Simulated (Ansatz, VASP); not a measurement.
# W in VASP and in Ansatz

```xyz
1
Lattice="-1.6007 1.6007 1.6007 1.6007 -1.6007 1.6007 1.6007 1.6007 -1.6007" Properties=species:S:1:pos:R:3 pbc="T T T"
W     0.0000    0.0000    0.0000
```

Alike in both runs: task single point; functional r2SCAN; dispersion rVV10; k mesh 8 × 8 × 8; occupations gaussian, width 0.1 eV; no spin polarisation.

|  | VASP | Ansatz |
| --- | --- | --- |
| version | VASP 6.6.1 | Ansatz 0.2.0 |
| potentials or method | VASP PAW PBE potentials, release 64 (W_sv), cutoff 520 eV | scalar-relativistic, plane waves, PAW |
| valence electrons in the cell | 14 | 14 |

Ansatz gave:

| Quantity | Value |
| --- | --- |
| gap on the k mesh at the Fermi level (eV) | none |
| pressure (GPa) | -11.3 |

Which values does VASP return?

gap on the k mesh at the Fermi level (eV): none; pressure (GPa): -9.6.

VASP's potentials were made for PBE, not for r2SCAN. A gap of «none» marks a metal or a gap that the smearing closes.

Neither program's run includes spin-orbit coupling.
